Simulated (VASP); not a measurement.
# TePb in VASP: a series of runs, part 3 of 3

VASP 6.6.1. Earlier steps stand in the parts before.

### 4 Electric field gradients, PBEsol (zz strain of +2 %)

File INCAR:

```
  PREC = Accurate
  ENCUT = 520
  EDIFF = 1E-8
  ISMEAR = -1
  SIGMA = 0.03
  LREAL = False
  LASPH = True
  NELM = 80
  ALGO = Normal
  ISIF = 2
  LWAVE = False
  LCHARG = False
  GGA = PS
  LEFG = True
  NBANDS = 17
```

File KPOINTS:

```
Automatic mesh
0
Gamma
  10 10 10
```

File POSCAR:

```
TePb
1.0
    0.0000000000      3.2270000000      3.2915400000
    3.2270000000      0.0000000000      3.2915400000
    3.2270000000      3.2270000000      0.0000000000
Te Pb
1 1
Direct
    0.5000000000      0.5000000000      0.5000000000
    0.0000000000      0.0000000000      0.0000000000
```

Potentials or basis: VASP PAW PBE potentials, release 64 (Te, Pb_d).

Command:

```sh
$ cat potpaw_PBE.64/Te/POTCAR potpaw_PBE.64/Pb_d/POTCAR > POTCAR
$ mpirun -np 1 vasp_std > vasp.out
```

OUTCAR:

```text
PREC = Accurate
   ENCUT = 520
   EDIFF = 1E-8
   ISMEAR = -1
   LREAL = False
   LASPH = True
   NELM = 80
   ISIF = 2
   GGA = PS

 ion  position               nearest neighbor table
   1  0.500  0.500  0.500-   2 3.23   2 3.23   2 3.23   2 3.23   2 3.29   2 3.29
   2  0.000  0.000  0.000-   1 3.23   1 3.23   1 3.23   1 3.23   1 3.29   1 3.29

  LATTYP: Found a body centered tetragonal cell.
 ALAT       =     4.5636671658
 C/A-ratio  =     1.4424978336

  Lattice vectors:

 A1 = (  -3.2270000000,   0.0000000000,   3.2915400000)
 A2 = (   3.2270000000,   0.0000000000,   3.2915400000)
[... 693 lines left out ...]
  free  energy   TOTEN  =        -8.2477805086 eV

  energy  without entropy=       -8.2477804348  energy(sigma->0) =       -8.24778047

 Electric field gradients (V/A^2)
---------------------------------------------------------------------
 ion       V_xx      V_yy      V_zz      V_xy      V_xz      V_yz
---------------------------------------------------------------------
   1      -4.190    -4.190     8.381    -0.000    -0.000    -0.000
   2     -31.124   -31.124    62.248     0.000    -0.000    -0.000
---------------------------------------------------------------------

 Electric field gradients after diagonalization (V/A^2)
 (convention: |V_zz| > |V_xx| > |V_yy|)
----------------------------------------------------------------------
 ion       V_xx      V_yy      V_zz     asymmetry (V_yy - V_xx)/ V_zz
----------------------------------------------------------------------
   1      -4.191    -4.190     8.381       0.000
   2     -31.124   -31.124    62.248       0.000
----------------------------------------------------------------------

           NMR quadrupolar parameters

 Cq : quadrupolar parameter    Cq=e*Q*V_zz/h
 eta: asymmetry parameters     (V_yy - V_xx)/ V_zz
 Q  : nuclear electric quadrupole moment in mb (millibarn)
----------------------------------------------------------------------
 ion       Cq(MHz)       eta       Q (mb)
----------------------------------------------------------------------
   1       0.020       0.000       1.000
   2       0.151       0.000       1.000
----------------------------------------------------------------------
```

Wall time 2.1 min (1 thread of Intel Xeon Platinum 8488C (Sapphire Rapids), shared host); peak memory 0.27 GiB.

What came out:

- Free energy: -8.2478 eV
- Pressure: -1.0 GPa
- Band gap on the k mesh: 0.68 eV, direct

Levels at points of the mesh, in eV from the valence-band top:
| k point | band 8 | band 9 | band 10 | band 11 | band 12 | band 13 |
| --- | --- | --- | --- | --- | --- | --- |
| (0.00, 0.00, 0.00) | -1.34 | -1.34 | -1.15 | 3.74 | 4.18 | 4.18 |
| (0.50, 0.00, 0.00) | -0.86 | -0.80 | 0.00 | 0.68 | 1.25 | 1.32 |
| (0.50, 0.50, 0.00) | -4.38 | -2.69 | -2.69 | 3.32 | 5.46 | 5.46 |
| (0.50, 0.00, 0.50) | -4.42 | -2.84 | -2.63 | 3.26 | 5.13 | 5.61 |

Electric field gradients, principal values (V/Å²):
```tsv
atom	least	middle	greatest (by size)
1 Te	-4.190	-4.191	8.381
2 Pb	-31.124	-31.124	62.248
```

Caveat: the cell differs from its parent crystal (zz strain of +2 %); without QUAD_EFG the Cq values of the log hold for a quadrupole moment of 1 mb, not for the nuclei; the PAW data sets were made with another functional, which shifts forces and pressure a little; spin-orbit coupling is left out, which moves the levels of the heavy elements. A k mesh can miss the band edges.

### 5 Electric field gradients, PBEsol (volume scaled by 0.94)

File INCAR:

```
SYSTEM = TePb
ALGO = Normal
EDIFF = 1E-8
ENCUT = 520
GGA = PS
ISIF = 2
ISMEAR = -1
LASPH = .True.
LCHARG = .False.
LEFG = .True.
LREAL = .False.
LWAVE = .False.
NBANDS = 17
NELM = 100
PREC = Accurate
SIGMA = 0.03
```

File KPOINTS:

```
k-points
0
Gamma
  10 10 10
  0 0 0
```

File POSCAR:

```
TePb
1.0
    0.0000000000      3.1611243728      3.1611243728
    3.1611243728      0.0000000000      3.1611243728
    3.1611243728      3.1611243728      0.0000000000
Te Pb
1 1
Direct
    0.5000000000      0.5000000000      0.5000000000
    0.0000000000      0.0000000000      0.0000000000
```

Potentials or basis: VASP PAW PBE potentials, release 64 (Te, Pb_d).

Command:

```sh
$ cat potpaw_PBE.64/Te/POTCAR potpaw_PBE.64/Pb_d/POTCAR > POTCAR
$ mpirun -np 1 vasp_std > vasp.out
```

OUTCAR:

```text
SYSTEM = TePb
   EDIFF = 1E-8
   ENCUT = 520
   GGA = PS
   ISIF = 2
   ISMEAR = -1
   LASPH = .True.
   LREAL = .False.
   NELM = 100
   PREC = Accurate

 ion  position               nearest neighbor table
   1  0.500  0.500  0.500-   2 3.16   2 3.16   2 3.16   2 3.16   2 3.16   2 3.16
   2  0.000  0.000  0.000-   1 3.16   1 3.16   1 3.16   1 3.16   1 3.16   1 3.16

  LATTYP: Found a face centered cubic cell.
 ALAT       =     6.3222487456

  Lattice vectors:

 A1 = (   0.0000000000,   3.1611243728,   3.1611243728)
 A2 = (   3.1611243728,   0.0000000000,   3.1611243728)
 A3 = (   3.1611243728,   3.1611243728,   0.0000000000)

Analysis of symmetry for initial positions (statically):
=====================================================================
 Subroutine PRICEL returns:
 Original cell was already a primitive cell.

 Routine SETGRP: Setting up the symmetry group for a
 face centered cubic supercell.

[... 669 lines left out ...]
      direct lattice vectors                 reciprocal lattice vectors
     0.000000000  3.161124373  3.161124373    -0.158171568  0.158171568  0.158171568
     3.161124373  0.000000000  3.161124373     0.158171568 -0.158171568  0.158171568
     3.161124373  3.161124373  0.000000000     0.158171568  0.158171568 -0.158171568

 POSITION                                       TOTAL-FORCE (eV/Angst)
 -----------------------------------------------------------------------------------
      3.16112      3.16112      3.16112         0.000000     -0.000000      0.000000
      0.00000      0.00000      0.00000        -0.000000      0.000000     -0.000000
 -----------------------------------------------------------------------------------
    total drift:                               -0.000000      0.000000      0.000000

  FREE ENERGIE OF THE ION-ELECTRON SYSTEM (eV)
  ---------------------------------------------------
  free  energy   TOTEN  =        -8.2272063738 eV

  energy  without entropy=       -8.2272055132  energy(sigma->0) =       -8.22720594

 Electric field gradients (V/A^2)
---------------------------------------------------------------------
 ion       V_xx      V_yy      V_zz      V_xy      V_xz      V_yz
---------------------------------------------------------------------
   1       0.000     0.000    -0.000     0.000     0.000     0.000
   2      -0.000    -0.000     0.000     0.001     0.001     0.001
---------------------------------------------------------------------

 Electric field gradients after diagonalization (V/A^2)
 (convention: |V_zz| > |V_xx| > |V_yy|)
----------------------------------------------------------------------
 ion       V_xx      V_yy      V_zz     asymmetry (V_yy - V_xx)/ V_zz
----------------------------------------------------------------------
   1      -0.000    -0.000     0.000       0.000
   2      -0.001    -0.001     0.002       0.000
----------------------------------------------------------------------

           NMR quadrupolar parameters

 Cq : quadrupolar parameter    Cq=e*Q*V_zz/h
 eta: asymmetry parameters     (V_yy - V_xx)/ V_zz
 Q  : nuclear electric quadrupole moment in mb (millibarn)
----------------------------------------------------------------------
 ion       Cq(MHz)       eta       Q (mb)
----------------------------------------------------------------------
   1       0.000       0.000       1.000
   2       0.000       0.000       1.000
----------------------------------------------------------------------
```

It took 74 s on 1 thread of Intel Xeon Platinum 8375C at 2.90GHz (Ice Lake), shared host; peak memory 0.23 GiB.

Results:

| Item | Value |
| --- | --- |
| Free energy | -8.2272 eV |
| Pressure | 2.9 GPa |
| Band gap on the k mesh | 0.52 eV, direct |

Levels at points of the mesh, in eV from the valence-band top:
| k point | band 7 | band 8 | band 9 | band 10 | band 11 | band 12 | band 13 | band 14 |
| --- | --- | --- | --- | --- | --- | --- | --- | --- |
| (0.00, 0.00, 0.00) | -5.46 | -1.61 | -1.61 | -1.61 | 4.10 | 4.10 | 4.10 | 5.58 |
| (0.50, 0.00, 0.00) | -9.00 | -1.10 | -1.10 | 0.00 | 0.52 | 1.05 | 1.05 | 8.35 |
| (0.50, 0.50, 0.00) | -7.44 | -5.08 | -3.22 | -3.22 | 2.90 | 5.68 | 5.68 | 7.05 |

Caveat: without QUAD_EFG the Cq values of the log hold for a quadrupole moment of 1 mb, not for the nuclei; the PAW data sets were made with another functional, which shifts forces and pressure a little; spin-orbit coupling is left out, which moves the levels of the heavy elements. A k mesh can miss the band edges.

### 6 Summary

```csv
cell,gap on the mesh (eV),pressure (GPa)
"a = 4.653 Å, angles 60.0°, 2 atoms",0.78,-2.5
"a = 4.610, b = 4.610, c = 4.564 Å, angles 60.3, 60.3, 59.3°, 2 atoms",0.68,-1.0
"a = 4.471 Å, angles 60.0°, 2 atoms",0.52,2.9
```

Alike in all rows: task electric field gradients; level PBEsol; potentials or basis VASP PAW PBE potentials, release 64 (Te, Pb_d); no spin polarisation; k mesh 10 × 10 × 10; cutoff (eV) 520; smearing fermi-dirac 0.03 eV.

Caveats: the PAW data sets were made with another functional, which shifts forces and pressure a little; spin-orbit coupling is left out, which moves the levels of the heavy elements.

Total energies depend on the potentials used, so only differences within one code and one set of settings carry meaning.
